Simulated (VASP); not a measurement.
# CuH8 (C2) in VASP: relaxation of cell and atoms with PBE

Aim: the relaxation of cell and atoms of CuH8 with PBE.

All numbers are computed with VASP 6.6.1; they aren't measurements. Logs are shortened: lines on timing, memory, paths and dates and some standing lists are left out, and cuts for length are marked.

## (1) The cell of the first run

It takes space group C2 (No. 5, monoclinic). Conventional cell: a = 7.843 Å, b = 5.871 Å, c = 4.836 Å, α = 90.00°, β = 126.35°, γ = 90.00°. Cu (site symmetry 2) has 6 H at 1.99 to 2.15 Å within 2.6 Å. Within 1.6 Å of H (site symmetry 1) lie 1 H at 1.19 Å. Within 1.6 Å of H (site symmetry 1) lie 1 H at 1.21 Å. Within 1.6 Å of H (site symmetry 1) lie 1 H at 1.21 Å. H (site symmetry 1) has 1 H at 1.21 Å within 1.6 Å.

The cell was generated, and may not be a known phase.

## (2) Relaxation of cell and atoms, PBE

File INCAR:

```
PREC = Accurate
ENCUT = 820
EDIFF = 1E-7
ISMEAR = 0
SIGMA = 0.1
LREAL = F
LASPH = T
NELM = 120
ALGO = Normal
ISIF = 3
LWAVE = F
LCHARG = F
GGA = PE
IBRION = 2
NSW = 90
EDIFFG = -0.04
GGA_COMPAT = F
NELMIN = 4
```

File KPOINTS:

```
regular mesh
0
Gamma
  4 4 4
```

File POSCAR:

```
CuH8
1.0
    3.9216905800     -2.9353568800      0.0000000000
    3.9216905800      2.9353568800      0.0000000000
   -2.8666389100      0.0000000000      3.8949394800
Cu H
1 8
Direct
    0.2481310100      0.7518689900      0.5000000000
    0.7889599800      0.3176669800      0.1523450000
    0.6823330200      0.2110400200      0.8476550000
    0.2018450100      0.6758139400      0.8446320300
    0.3241860600      0.7981549900      0.1553679700
    0.2366569900      0.2681979800      0.1598380100
    0.7318020200      0.7633430100      0.8401619900
    0.1193880000      0.1666349800      0.8496230200
    0.8333650200      0.8806120000      0.1503769800
```

Potentials or basis: VASP PAW PBE potentials, release 64 (Cu_sv_GW, H).

Started as:

```bash
$ cat potpaw_PBE.64/Cu_sv_GW/POTCAR potpaw_PBE.64/H/POTCAR > POTCAR
$ mpirun -np 1 vasp_std > vasp.out
```

OUTCAR:

```text
PREC = Accurate
   ENCUT = 820
   EDIFF = 1E-7
   ISMEAR = 0
   LREAL = F
   LASPH = T
   NELM = 120
   ISIF = 3
   GGA = PE
   IBRION = 2
   NSW = 90
   EDIFFG = -0.04
   NELMIN = 4

 ion  position               nearest neighbor table
   1  0.248  0.752  0.500-
   2  0.789  0.318  0.152-
   3  0.682  0.211  0.848-
   4  0.202  0.676  0.845-
   5  0.324  0.798  0.155-
   6  0.237  0.268  0.160-
   7  0.732  0.763  0.840-
   8  0.119  0.167  0.850-
   9  0.833  0.881  0.150-

  LATTYP: Found a base centered monoclinic cell.
 ALAT       =     7.8433811600
 B/A-ratio  =     0.7484927278
 C/A-ratio  =     0.6165876485
 COS(beta)  =    -0.5927544869

  Lattice vectors:

 A1 = (   3.9216905800,  -2.9353568800,   0.0000000000)
 A2 = (   3.9216905800,   2.9353568800,   0.0000000000)
 A3 = (  -2.8666389100,   0.0000000000,   3.8949394800)

Analysis of symmetry for initial positions (statically):
=====================================================================
 Subroutine PRICEL returns:
 Original cell was already a primitive cell.

 Routine SETGRP: Setting up the symmetry group for a
 base centered monoclinic supercell.

 Subroutine GETGRP returns: Found  2 space group operations
 (whereof  2 operations were pure point group operations)
 out of a pool of  4 trial point group operations.

The static configuration has the point symmetry C_2 .

Analysis of symmetry for dynamics (positions and initial velocities):
=====================================================================
 Subroutine PRICEL returns:
 Original cell was already a primitive cell.

 Routine SETGRP: Setting up the symmetry group for a
 base centered monoclinic supercell.

 Subroutine GETGRP returns: Found  2 space group operations
 (whereof  2 operations were pure point group operations)
 out of a pool of  4 trial point group operations.

The dynamic configuration has the point symmetry C_2 .

 Subroutine INISYM returns: Found  2 space group operations
 (whereof  2 operations are pure point group operations),
 and found     1 'primitive' translations

----------------------------------------------------------------------------------------

                                     Primitive cell

  volume of cell :      89.6737

  direct lattice vectors                    reciprocal lattice vectors
     3.921690580 -2.935356880  0.000000000     0.127496035 -0.170337039  0.093835886
     3.921690580  2.935356880  0.000000000     0.127496035  0.170337039  0.093835886
    -2.866638910  0.000000000  3.894939480     0.000000000  0.000000000  0.256743399

  length of vectors
     4.898568875  4.898568875  4.836131945     0.232540576  0.232540576  0.256743399

  position of ions in fractional coordinates (direct lattice)
     0.248131010  0.751868990  0.500000000
     0.788959980  0.317666980  0.152345000
     0.682333020  0.211040020  0.847655000
     0.201845010  0.675813940  0.844632030
     0.324186060  0.798154990  0.155367970
     0.236656990  0.268197980  0.159838010
     0.731802020  0.763343010  0.840161990
     0.119388000  0.166634980  0.849623020
     0.833365020  0.880612000  0.150376980

  ion indices of the primitive-cell ions
   primitive index   ion index
                 1           1
                 2           2
                 3           3
                 4           4
                 5           5
                 6           6
                 7           7
                 8           8
                 9           9

----------------------------------------------------------------------------------------

 KPOINTS: regular mesh

Automatic generation of k-mesh.
 Grid dimensions read from file:
 generate k-points for:    4    4    4

 Generating k-lattice:

  Cartesian coordinates                     Fractional coordinates (reciprocal lattice)
     0.031874009 -0.042584260  0.023458971     0.250000000  0.000000000  0.000000000
     0.031874009  0.042584260  0.023458971     0.000000000  0.250000000  0.000000000
     0.000000000  0.000000000  0.064185850     0.000000000  0.000000000  0.250000000

  Length of vectors
     0.058135144  0.058135144  0.064185850

  Shift w.r.t. Gamma in fractional coordinates (k-lattice)
     0.000000000  0.000000000  0.000000000

 Subroutine IBZKPT returns following result:
 ===========================================

 Found     24 irreducible k-points:

 Following reciprocal coordinates:
            Coordinates               Weight
  0.000000  0.000000  0.000000      1.000000
  0.250000  0.000000 -0.000000      4.000000
  0.500000  0.000000 -0.000000      2.000000
  0.250000  0.250000  0.000000      2.000000
  0.500000  0.250000  0.000000      4.000000
 -0.250000  0.250000  0.000000      2.000000
[... 16 lines left out ...]
 -0.250000  0.250000  0.500000      2.000000
  0.500000  0.500000  0.500000      1.000000
   k-points           NKPTS =     24   k-points in BZ     NKDIM =     24   number of bands    NBANDS=     18
   number of dos      NEDOS =    301   number of ions     NIONS =      9
   total plane-waves  NPLWV = 110592
   dimension x,y,z NGX =    48 NGY =   48 NGZ =   48
   dimension x,y,z NGXF=    96 NGYF=   96 NGZF=   96
   ions per type =               1   8
   NGX,Y,Z   is equivalent  to a cutoff of  16.29, 16.29, 16.50 a.u.
   NGXF,Y,Z  is equivalent  to a cutoff of  32.58, 32.58, 33.00 a.u.
 SYSTEM =  unknown system
   PREC   = accura    normal or accurate (medium, high low for compatibility)
   ISTART =      0    job   : 0-new  1-cont  2-samecut
   ICHARG =      2    charge: 1-file 2-atom 10-const
   ISPIN  =      1    spin polarized calculation?
   LNONCOLLINEAR =      F non collinear calculations
   LSORBIT =      F    spin-orbit coupling
   LASPH  =      T    aspherical Exc in radial PAW
   ENCUT  =  820.0 eV  60.27 Ry    7.76 a.u.  11.44 11.44 11.29*2*pi/ulx,y,z
   NELM   =    120;   NELMIN=  4; NELMDL= -5     # of ELM steps
   EDIFF  = 0.1E-06   stopping-criterion for ELM
   LREAL  =      F    real-space projection
   EDIFFG = -.4E-01   stopping-criterion for IOM
   NSW    =     90    number of steps for IOM
   IBRION =      2    ionic relax: 0-MD 1-quasi-New 2-CG
   NFREE  =      1    steps in history (QN), initial steepest desc. (CG)
   ISIF   =      3    stress and relaxation
   ISYM   =      2    0-nonsym 1-usesym 2-fastsym
   POTIM  = 0.5000    time-step for ionic-motion
   TEBEG  =    0.0;   TEEND  =   0.0 temperature during run
   PSTRESS=    0.0 pullay stress
   NELECT =      27.0000    total number of electrons
   NUPDOWN=      -1.0000    fix difference up-down
   EMIN   =  10.00;   EMAX   =-10.00  energy-range for DOS
   EFERMI =   0.00;   METHOD = LEGACY
   ISMEAR =     0;   SIGMA  =   0.10  broadening in eV -4-tet -1-fermi 0-gaus
   EFERMI_NEDOS =   21; number of points for ismear=-14 and -15
   IALGO  =     38    algorithm
   IMIX   =      4    mixing-type and parameters
     AMIX     =   0.40;   BMIX     =  1.00
     AMIX_MAG =   1.60;   BMIX_MAG =  1.00
  volume/ion in A,a.u.               =       9.96        67.24
  Fermi-wavevector in a.u.,A,eV,Ry     =   1.097256  2.073512 16.381002  1.203970
  Thomas-Fermi vector in A             =   2.233612
   LORBIT       =      0    0 simple, 1 ext, 2 COOP (PROOUT), +10 PAW based schemes
   GGA     = PE    functional components
   LHFCALC =     F    Hartree Fock is set to
   AEXX    =    0.0000 exact exchange contribution
   IVDW    =     0    specifies the selected vdW correction
   LEPSILON=     F    determine dielectric tensor
   LRPA    =     F    only Hartree local field effects (RPA)
 conjugate gradient relaxation of ions
 non-spin polarized calculation
 Gauss-broadening in eV      SIGMA  =   0.10
  energy-cutoff  :      820.00
  volume of cell :       89.67
 maximum number of plane-waves:      4800
 NGX is ok and might be reduce to    48
   NGX = 23   NGY = 23   NGZ = 23

--------------------------------------- Ionic step        1  -------------------------------------------

 number of electron      26.9999996 magnetization

 Free energy of the ion-electron system (eV)
  ---------------------------------------------------
  ext. energy  EPLUGINS =         0.00000000
  ---------------------------------------------------
  free energy    TOTEN  =       -23.37841003 eV

  energy without entropy =      -23.37162135  energy(sigma->0) =      -23.37501569

------------------------ aborting loop because EDIFF is reached ----------------------------------------

  FORCE on cell =-STRESS in cart. coord.  units (eV):
  Direction    XX          YY          ZZ          XY          YZ          ZX
  --------------------------------------------------------------------------------------
  -------------------------------------------------------------------------------------
  Total        0.2382608     -0.5662604    -21.6713270      0.0000000      0.0000000      1.1104733
  in kB        4.2569465    -10.1172342   -387.1962501      0.0000000      0.0000000     19.8405516
  external PRESSURE =    -131.0188459 kB  Pullay stress =       0.0000000 kB
[... 110 lines left out ...]
  FREE ENERGIE OF THE ION-ELECTRON SYSTEM (eV)
  ---------------------------------------------------
  free  energy   TOTEN  =       -27.8441052917 eV

  energy  without entropy=      -27.8376475741  energy(sigma->0) =      -27.84087643

 E-fermi :   0.0510     XC(G=0):  -7.5969

 val. band max:        0.0380427455   @ k =   0.5000   0.2500   0.5000
 cond. band min:       0.1119246865   @ k =  -0.2500   0.2500   0.2500
 fundamental gap:      0.0738819411
 Fermi energy:         0.0509801921

 k-point     1 :       0.0000    0.0000    0.0000
  band No.  band energies     occupation
      1    -111.9928      2.00000
      2     -69.4502      2.00000
      3     -69.3940      2.00000
      4     -69.3726      2.00000
      5     -10.4003      2.00000
      6      -7.5609      2.00000
[... 10 lines left out ...]
     17       3.4717      0.00000
     18       6.3295      0.00000
[... 466 lines left out ...]
      2     -69.4502      2.00000
      3     -69.3939      2.00000
      4     -69.3725      2.00000
      5      -8.7767      2.00000
      6      -8.7604      2.00000
[... 10 lines left out ...]
     17       4.0003      0.00000
     18       6.6012      0.00000

[... ionic steps 4 to 66 ...]

--------------------------------------- Ionic step       67  -------------------------------------------

 number of electron      26.9999999 magnetization

------------------------ aborting loop because EDIFF is reached ----------------------------------------

  FORCE on cell =-STRESS in cart. coord.  units (eV):
  Direction    XX          YY          ZZ          XY          YZ          ZX
  --------------------------------------------------------------------------------------
  -------------------------------------------------------------------------------------
  Total       -0.1087513     -0.1824784     -0.1039658      0.0000000      0.0000000     -0.0128490
  in kB       -1.9434146     -3.2609363     -1.8578966      0.0000000      0.0000000     -0.2296153
  external PRESSURE =      -2.3540825 kB  Pullay stress =       0.0000000 kB
[... 71 lines left out ...]
  energy  without entropy=      -28.5892077812  energy(sigma->0) =      -28.59256588

--------------------------------------- Ionic step       69  -------------------------------------------

 number of electron      26.9999998 magnetization

 Free energy of the ion-electron system (eV)
  ---------------------------------------------------
  ext. energy  EPLUGINS =         0.00000000
  ---------------------------------------------------
  free energy    TOTEN  =       -28.59616132 eV

  energy without entropy =      -28.58944981  energy(sigma->0) =      -28.59280556

 E-fermi :  -0.3756     XC(G=0):  -6.9120

 val. band max:       -0.6299647385   @ k =   0.5000   0.0000   0.5000
 cond. band min:      -0.3594192952   @ k =  -0.2500   0.2500   0.2500
 fundamental gap:      0.2705454433
 Fermi energy:        -0.3755966706

 k-point     1 :       0.0000    0.0000    0.0000
  band No.  band energies     occupation
      1    -113.3291      2.00000
      2     -70.7912      2.00000
      3     -70.7064      2.00000
      4     -70.7025      2.00000
      5     -10.2118      2.00000
      6      -7.8197      2.00000
[... 10 lines left out ...]
     17       4.9057      0.00000
     18       5.7176      0.00000
[... 517 lines left out ...]
  FREE ENERGIE OF THE ION-ELECTRON SYSTEM (eV)
  ---------------------------------------------------
  free  energy   TOTEN  =       -28.5961613181 eV

  energy  without entropy=      -28.5894498111  energy(sigma->0) =      -28.59280556

 reached required accuracy - stopping structural energy minimisation
```

Run time: 70 min. Hardware: 1 thread of Intel Xeon Platinum 8375C at 2.90GHz (Ice Lake), shared host; peak memory 0.42 GiB.

What came out:

| Quantity | Value |
| --- | --- |
| Free energy | -28.5962 eV |
| Relaxed volume | 9.94 Å³/atom |
| Relaxed cell | a = 5.970 Å, b = 5.970 Å, c = 4.346 Å, α = 130.54°, β = 130.54°, γ = 64.13° |
| Space group after relaxing (to 0.1 Å) | C2 (No. 5) |
| Energy gained by relaxing | 579.8 meV/atom |
| Ionic steps | 69 |
| Pressure after relaxing | -0.1 GPa |
| Largest force after relaxing | 0.037 eV/Å |
| Band gap on the k mesh | zero (an odd number of electrons rules out a gap without spin polarisation) |

Forces in eV/Å, atoms in the order of the input:
```
Cu   0.000 -0.002  0.000
H    0.013 -0.018  0.030
H   -0.013 -0.018 -0.030
H   -0.016 -0.001  0.023
H    0.016 -0.001 -0.023
H    0.018  0.024  0.009
H   -0.018  0.024 -0.009
H    0.007 -0.004  0.007
H   -0.007 -0.004 -0.007
```

Step by step:
```csv
step,energy change (eV),largest force (eV/Å),pressure (GPa),volume (Å³)
1,0.0000,4.4214,-13.10,89.67
3,-4.4657,2.1500,-1.07,79.60
5,-4.1665,3.6987,4.17,77.45
7,-4.6419,0.5626,0.62,78.63
9,-4.7116,0.9982,-1.26,79.07
11,-4.7937,0.7129,-1.09,79.04
13,-4.8894,2.2537,-0.01,78.74
15,-4.9668,0.8081,-0.35,78.80
17,-5.0526,0.6071,0.14,78.51
19,-5.0739,0.1979,1.40,78.51
21,-5.1012,0.1656,1.12,79.74
23,-5.1216,0.6664,0.73,81.92
25,-5.1463,0.4012,-0.58,85.01
27,-5.1537,0.2280,-0.26,84.84
29,-5.1588,0.1300,-0.15,85.17
31,-5.1637,0.1162,-0.06,85.18
33,-5.1664,0.7086,0.26,85.16
35,-5.1695,0.4602,0.14,85.18
37,-5.1738,0.3760,0.20,85.20
39,-5.1862,0.3216,0.40,85.25
41,-5.1906,0.3368,0.54,85.27
43,-5.1983,0.2620,0.12,85.60
45,-5.2013,0.1483,0.30,85.64
47,-5.2039,0.0803,0.48,85.90
49,-5.2053,0.2056,0.54,86.34
51,-5.2093,0.0855,0.20,87.36
53,-5.2103,0.1440,-0.02,88.12
55,-5.2124,0.0470,-0.21,88.94
57,-5.2129,0.0475,-0.17,89.08
59,-5.2132,0.1509,-0.09,89.18
61,-5.2146,0.1055,-0.05,89.35
63,-5.2163,0.0814,-0.15,89.66
65,-5.2166,0.1041,-0.27,89.73
67,-5.2171,0.0547,-0.24,89.66
69,-5.2178,0.0374,-0.14,89.43
```

Final structure:
```
CELL_PARAMETERS angstrom
5.05380 -3.16944 0.22932
5.05380 3.16944 0.22932
-3.45631 0.00000 2.63492
ATOMIC_POSITIONS crystal
Cu 0.25236 0.74764 0.50000
H 0.76669 0.34354 0.12354
H 0.65646 0.23331 0.87646
H 0.24308 0.74407 0.88904
H 0.25593 0.75692 0.11096
H 0.24560 0.33562 0.09610
H 0.66438 0.75440 0.90390
H 0.23895 0.15680 0.89880
H 0.84320 0.76105 0.10120
```

Caveat: the k points lie up to 0.37 Å⁻¹ apart in the final cell, too coarse for converged energies and pressures of a metal; a cell axis changed by over 15 % at a fixed basis, so the end point is rough; an odd number of electrons without spin polarisation forces a metal; a magnetic or distorted state may lie lower.

The gap in the log of VASP goes by the Fermi energy; the results here count the filled bands.